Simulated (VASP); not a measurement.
# KBr (I-4m2) in VASP: settings compared

Aim: see how the results for KBr move with the level of theory and the settings. Levels: PBE, r2SCAN. Tasks: single point.

Everything below comes from runs of VASP 6.6.1. Logs are shortened: lines on timing, memory, paths and dates and some standing lists are left out, and cuts for length are marked.

### Step 1. The cell of the first run

The structure is tetragonal, space group I-4m2 (No. 119). The conventional cell has a = 5.433 Å, b = 5.433 Å, c = 6.678 Å, α = 90.00°, β = 90.00°, γ = 90.00°. Within 4.2 Å of K (site symmetry -4m2) lie 4 Br at 3.19 Å. Within 4.2 Å of Br (site symmetry -4m2) lie 4 K at 3.19 Å.

### Step 2. Single point, PBE (epitaxial xy strain +4.2%)

INCAR reads:

```
SYSTEM = KBr
PREC     = Accurate       ! precision mode
ENCUT    = 520            ! plane-wave cutoff, eV
EDIFF    = 1E-6           ! SCF threshold, eV
ISMEAR   = -1             ! smearing method
SIGMA    = 0.02           ! smearing width, eV
LREAL    = .FALSE.        ! projectors in reciprocal space
LASPH    = .TRUE.         ! aspherical terms in the spheres
NELM     = 100            ! most SCF steps
ALGO     = Normal         ! electronic algorithm
ISIF     = 2              ! what is computed and relaxed
LWAVE    = .FALSE.        ! write WAVECAR
LCHARG   = .FALSE.        ! write CHGCAR
GGA      = PE             ! functional
NBANDS   = 15             ! bands
```

KPOINTS reads:

```
Automatic mesh
0
G
  6 6 6
  0 0 0
```

POSCAR reads:

```
KBr
1.0
    0.0000000000      3.8417325285      3.3390821501
    3.8417325285      0.0000000000      3.3390821501
    3.8417325285      3.8417325285      0.0000000000
K Br
1 1
Direct
    0.0000000000      0.0000000000      0.0000000000
    0.2500000000      0.2500000000      0.2500000000
```

Potentials or basis: VASP PAW PBE potentials, release 64 (K_sv, Br).

Run with:

```console
$ cat potpaw_PBE.64/K_sv/POTCAR potpaw_PBE.64/Br/POTCAR > POTCAR
$ mpirun -np 1 vasp_std > vasp.out
```

OUTCAR:

```text
SYSTEM = KBr
   PREC = Accurate
   ENCUT = 520
   EDIFF = 1E-6
   ISMEAR = -1
   LREAL = .FALSE.
   LASPH = .TRUE.
   NELM = 100
   ISIF = 2
   GGA = PE

 ion  position               nearest neighbor table
   1  0.000  0.000  0.000-   2 3.19   2 3.19   2 3.19   2 3.19
   2  0.250  0.250  0.250-   1 3.19   1 3.19   1 3.19   1 3.19

  LATTYP: Found a body centered tetragonal cell.
 ALAT       =     5.4330302448
 C/A-ratio  =     1.2291785614

  Lattice vectors:

 A1 = (   0.0000000000,  -3.8417325285,  -3.3390821501)
 A2 = (   0.0000000000,   3.8417325285,  -3.3390821501)
 A3 = (   3.8417325285,   0.0000000000,   3.3390821501)

Analysis of symmetry for initial positions (statically):
=====================================================================
 Subroutine PRICEL returns:
 Original cell was already a primitive cell.

 Routine SETGRP: Setting up the symmetry group for a
 body centered tetragonal supercell.

 Subroutine GETGRP returns: Found  8 space group operations
 (whereof  8 operations were pure point group operations)
 out of a pool of 16 trial point group operations.

The static configuration has the point symmetry D_2d.

Analysis of symmetry for dynamics (positions and initial velocities):
=====================================================================
 Subroutine PRICEL returns:
 Original cell was already a primitive cell.

 Routine SETGRP: Setting up the symmetry group for a
 body centered tetragonal supercell.

 Subroutine GETGRP returns: Found  8 space group operations
 (whereof  8 operations were pure point group operations)
 out of a pool of 16 trial point group operations.

The dynamic configuration has the point symmetry D_2d.

 Subroutine INISYM returns: Found  8 space group operations
 (whereof  8 operations are pure point group operations),
 and found     1 'primitive' translations

----------------------------------------------------------------------------------------

                                     Primitive cell

  volume of cell :      98.5624

  direct lattice vectors                    reciprocal lattice vectors
     0.000000000  3.841732529  3.339082150    -0.130149613  0.130149613  0.149741749
     3.841732529  0.000000000  3.339082150     0.130149613 -0.130149613  0.149741749
     3.841732529  3.841732529  0.000000000     0.130149613  0.130149613 -0.149741749

  length of vectors
     5.090027350  5.090027350  5.433030245     0.237277126  0.237277126  0.237277126

  position of ions in fractional coordinates (direct lattice)
     0.000000000  0.000000000  0.000000000
     0.250000000  0.250000000  0.250000000

  ion indices of the primitive-cell ions
   primitive index   ion index
                 1           1
                 2           2

----------------------------------------------------------------------------------------

 KPOINTS: Automatic mesh

Automatic generation of k-mesh.
 Grid dimensions read from file:
 generate k-points for:    6    6    6

 Generating k-lattice:

  Cartesian coordinates                     Fractional coordinates (reciprocal lattice)
    -0.021691602  0.021691602  0.024956958     0.166666667  0.000000000  0.000000000
     0.021691602 -0.021691602  0.024956958     0.000000000  0.166666667  0.000000000
     0.021691602  0.021691602 -0.024956958     0.000000000  0.000000000  0.166666667

  Length of vectors
     0.039546188  0.039546188  0.039546188

  Shift w.r.t. Gamma in fractional coordinates (k-lattice)
     0.000000000  0.000000000  0.000000000

 Subroutine IBZKPT returns following result:
 ===========================================

 Found     30 irreducible k-points:

 Following reciprocal coordinates:
            Coordinates               Weight
  0.000000  0.000000  0.000000      1.000000
  0.166667  0.000000  0.000000      8.000000
  0.333333  0.000000  0.000000      8.000000
  0.500000  0.000000  0.000000      4.000000
  0.166667  0.166667  0.000000      2.000000
  0.333333  0.166667  0.000000      8.000000
[... 16 lines left out ...]
  0.333333  0.000000  0.333333      4.000000
  0.500000 -0.000000  0.333333     16.000000
 [... further k-points ...]
   k-points           NKPTS =     30   k-points in BZ     NKDIM =     30   number of bands    NBANDS=     15
   number of dos      NEDOS =    301   number of ions     NIONS =      2
   total plane-waves  NPLWV =  64000
   dimension x,y,z NGX =    40 NGY =   40 NGZ =   40
   dimension x,y,z NGXF=    80 NGYF=   80 NGZF=   80
   ions per type =               1   1
   NGX,Y,Z   is equivalent  to a cutoff of  13.06, 13.06, 12.24 a.u.
   NGXF,Y,Z  is equivalent  to a cutoff of  26.13, 26.13, 24.48 a.u.
 SYSTEM =  KBr
   PREC   = accura    normal or accurate (medium, high low for compatibility)
   ISTART =      0    job   : 0-new  1-cont  2-samecut
   ICHARG =      2    charge: 1-file 2-atom 10-const
   ISPIN  =      1    spin polarized calculation?
   LNONCOLLINEAR =      F non collinear calculations
   LSORBIT =      F    spin-orbit coupling
   LASPH  =      T    aspherical Exc in radial PAW
   ENCUT  =  520.0 eV  38.22 Ry    6.18 a.u.   9.46  9.46 10.10*2*pi/ulx,y,z
   NELM   =    100;   NELMIN=  2; NELMDL= -5     # of ELM steps
   EDIFF  = 0.1E-05   stopping-criterion for ELM
   LREAL  =      F    real-space projection
   EDIFFG = 0.1E-04   stopping-criterion for IOM
   NSW    =      0    number of steps for IOM
   IBRION =     -1    ionic relax: 0-MD 1-quasi-New 2-CG
   NFREE  =      0    steps in history (QN), initial steepest desc. (CG)
   ISIF   =      2    stress and relaxation
   ISYM   =      2    0-nonsym 1-usesym 2-fastsym
   POTIM  = 0.5000    time-step for ionic-motion
   TEBEG  =    0.0;   TEEND  =   0.0 temperature during run
   PSTRESS=    0.0 pullay stress
   NELECT =      16.0000    total number of electrons
   NUPDOWN=      -1.0000    fix difference up-down
   EMIN   =  10.00;   EMAX   =-10.00  energy-range for DOS
   EFERMI =   0.00;   METHOD = LEGACY
   ISMEAR =    -1;   SIGMA  =   0.02  broadening in eV -4-tet -1-fermi 0-gaus
   EFERMI_NEDOS =   21; number of points for ismear=-14 and -15
   IALGO  =     38    algorithm
   IMIX   =      4    mixing-type and parameters
     AMIX     =   0.40;   BMIX     =  1.00
     AMIX_MAG =   1.60;   BMIX_MAG =  1.00
  volume/ion in A,a.u.               =      49.28       332.57
  Fermi-wavevector in a.u.,A,eV,Ry     =   0.893054  1.687627 10.851264  0.797545
  Thomas-Fermi vector in A             =   2.015082
   LORBIT       =      0    0 simple, 1 ext, 2 COOP (PROOUT), +10 PAW based schemes
   GGA     = PE    functional components
   LHFCALC =     F    Hartree Fock is set to
   AEXX    =    0.0000 exact exchange contribution
   IVDW    =     0    specifies the selected vdW correction
   LEPSILON=     F    determine dielectric tensor
   LRPA    =     F    only Hartree local field effects (RPA)
 non-spin polarized calculation
  energy-cutoff  :      520.00
  volume of cell :       98.56
 maximum number of plane-waves:      2684
 NGX is ok and might be reduce to    40
   NGX = 19   NGY = 19   NGZ = 21

 number of electron      15.9999998 magnetization

 Free energy of the ion-electron system (eV)
  ---------------------------------------------------
  ext. energy  EPLUGINS =         0.00000000
  ---------------------------------------------------
  free energy    TOTEN  =        -6.03241368 eV

  energy without entropy =       -6.03241368  energy(sigma->0) =       -6.03241368

 E-fermi :  -2.4595     XC(G=0):  -6.0139

 val. band max:       -3.0247311197   @ k =   0.5000   0.0000   0.0000
 cond. band min:       1.2082309737   @ k =   0.0000   0.0000   0.0000
 fundamental gap:      4.2329620934
 Fermi energy:        -2.4594602388

 k-point     1 :       0.0000    0.0000    0.0000
  band No.  band energies     occupation
      1     -30.8547      2.00000
      2     -14.9582      2.00000
      3     -14.3627      2.00000
      4     -14.3474      2.00000
      5     -14.3474      2.00000
      6      -3.0983      2.00000
      7      -3.0983      2.00000
      8      -3.0518      2.00000
      9       1.2082      0.00000
     10       5.1064      0.00000
     11       5.9086      0.00000
     12       6.4017      0.00000
     13       6.4017      0.00000
     14       6.8533      0.00000
     15       7.0804      0.00000

 k-point     2 :       0.1667    0.0000    0.0000
  band No.  band energies     occupation
      1     -30.8543      2.00000
      2     -15.0184      2.00000
      3     -14.3603      2.00000
      4     -14.3498      2.00000
      5     -14.2837      2.00000
      6      -3.2110      2.00000
      7      -3.1064      2.00000
      8      -3.0530      2.00000
      9       1.6504      0.00000
     10       4.9739      0.00000
     11       5.5056      0.00000
     12       6.2559      0.00000
     13       6.5155      0.00000
     14       6.8178      0.00000
     15       7.1170      0.00000

 k-point     3 :       0.3333    0.0000    0.0000
  band No.  band energies     occupation
      1     -30.8535      2.00000
      2     -15.1130      2.00000
      3     -14.3621      2.00000
      4     -14.3547      2.00000
      5     -14.1763      2.00000
      6      -3.4069      2.00000
      7      -3.1228      2.00000
      8      -3.0339      2.00000
      9       2.6320      0.00000
     10       4.8376      0.00000
     11       4.8766      0.00000
     12       5.4932      0.00000
     13       6.5127      0.00000
     14       6.8045      0.00000
     15       6.8887      0.00000
[... 343 lines left out ...]
 k-point    23 :       0.3333    0.0000    0.3333
  band No.  band energies     occupation
      1     -30.8533      2.00000
      2     -15.1660      2.00000
      3     -14.3764      2.00000
      4     -14.3535      2.00000
      5     -14.1012      2.00000
      6      -3.4704      2.00000
      7      -3.0907      2.00000
      8      -3.0359      2.00000
      9       2.7753      0.00000
     10       3.9219      0.00000
     11       5.2695      0.00000
     12       6.3564      0.00000
     13       6.3705      0.00000
     14       6.8397      0.00000
     15       7.4685      0.00000

 k-point    24 :       0.5000   -0.0000    0.3333
  band No.  band energies     occupation
      1     -30.8529      2.00000
      2     -15.1999      2.00000
      3     -14.3802      2.00000
      4     -14.3576      2.00000
      5     -14.0566      2.00000
      6      -3.4925      2.00000
      7      -3.1331      2.00000
      8      -3.0529      2.00000
      9       3.1100      0.00000
     10       4.0233      0.00000
     11       5.2539      0.00000
     12       6.0021      0.00000
     13       6.6032      0.00000
     14       6.8514      0.00000
     15       7.0068      0.00000

 [... further k-points ...]
[... 5 lines left out ...]
  --------------------------------------------------------------------------------------
  -------------------------------------------------------------------------------------
  Total        0.2255411      0.2255411      0.1757806      0.0000000      0.0000000      0.0000000
  in kB        3.6662736      3.6662736      2.8573949      0.0000000      0.0000000      0.0000000
  external PRESSURE =       3.3966474 kB  Pullay stress =       0.0000000 kB

 VOLUME and BASIS-vectors are now :
 -----------------------------------------------------------------------------
  energy-cutoff  :      520.00
  volume of cell :       98.56
      direct lattice vectors                 reciprocal lattice vectors
     0.000000000  3.841732529  3.339082150    -0.130149613  0.130149613  0.149741749
     3.841732529  0.000000000  3.339082150     0.130149613 -0.130149613  0.149741749
     3.841732529  3.841732529  0.000000000     0.130149613  0.130149613 -0.149741749

 POSITION                                       TOTAL-FORCE (eV/Angst)
 -----------------------------------------------------------------------------------
      0.00000      0.00000      0.00000        -0.000000     -0.000000      0.000000
      1.92087      1.92087      1.66954         0.000000      0.000000     -0.000000
 -----------------------------------------------------------------------------------
    total drift:                               -0.000000     -0.000000     -0.000000

  FREE ENERGIE OF THE ION-ELECTRON SYSTEM (eV)
  ---------------------------------------------------
  free  energy   TOTEN  =        -6.0324136843 eV

  energy  without entropy=       -6.0324136843  energy(sigma->0) =       -6.03241368
```

Run time: 64 s. Hardware: 1 thread of Intel Xeon Platinum 8375C at 2.90GHz (Ice Lake), shared host; peak memory 0.24 GiB.

What came out:

```yaml
Free_energy: -6.0324 eV
Pressure: 0.3 GPa
Band_gap_on_the_k_mesh: 4.23 eV, indirect (least direct gap 4.26 eV)
```

Caveat: the cell differs from its parent crystal (epitaxial xy strain +4.2%). A k mesh can miss the band edges.

### Step 3. Single point, r2SCAN (epitaxial xy strain +4.2%)

POSCAR is that of step 2.

INCAR.step1 reads:

```
PREC = Accurate
ENCUT = 520
ISMEAR = 0
SIGMA = 0.01
LREAL = False
LASPH = True
NELM = 80
NBANDS = 15
GGA = PE
ALGO = Normal
EDIFF = 1E-4
LWAVE = True
LCHARG = False
```

INCAR.step2 reads:

```
PREC = Accurate
ENCUT = 520
EDIFF = 1E-6
ISMEAR = 0
SIGMA = 0.01
LREAL = False
LASPH = True
NELM = 80
ALGO = Normal
ISIF = 2
LWAVE = False
LCHARG = False
METAGGA = R2SCAN
LMIXTAU = True
NBANDS = 15
ISTART = 1
```

KPOINTS reads:

```
regular mesh
0
Gamma
  6 6 6
```

Potentials or basis: VASP PAW PBE potentials, release 64 (K_sv, Br).

Run with:

```console
$ cat potpaw_PBE.64/K_sv/POTCAR potpaw_PBE.64/Br/POTCAR > POTCAR
$ cp INCAR.step1 INCAR
$ mpirun -np 1 vasp_std > vasp.out
$ cp INCAR.step2 INCAR
$ mpirun -np 1 vasp_std > vasp.out
```

Run time: 3.8 min. Hardware: 1 thread of Intel Xeon Platinum 8375C at 2.90GHz (Ice Lake), shared host; peak memory 0.27 GiB.

It converged, with:

| Item | Value |
| --- | --- |
| Free energy | -22.9682 eV |
| Pressure | 0.1 GPa |
| Band gap on the k mesh | 4.79 eV, indirect (least direct gap 4.82 eV) |

Stress tensor (GPa, compression positive):
```
0.09 0.00 0.00
0.00 0.09 0.00
0.00 0.00 0.00
```

Levels at points of the mesh, in eV from the valence-band top:
```tsv
k point	band 4	band 5	band 6	band 7	band 8	band 9	band 10	band 11	band 12	band 13
(0.00, 0.00, 0.00)	-11.67	-11.67	-0.07	-0.07	-0.03	4.79	8.84	9.68	10.14	10.14
(0.50, 0.00, 0.00)	-11.68	-11.46	-0.45	-0.11	0.00	7.13	7.51	8.55	9.23	10.21
(0.50, 0.50, 0.00)	-11.70	-11.45	-0.42	-0.15	-0.15	6.64	7.68	10.10	10.10	10.51
(0.50, 0.00, 0.50)	-11.68	-11.37	-0.52	-0.04	-0.03	6.43	7.66	9.66	10.06	10.15
```

Caveat: the cell differs from its parent crystal (epitaxial xy strain +4.2%); the PAW data sets were made with another functional, which shifts forces and pressure a little. A k mesh can miss the band edges.
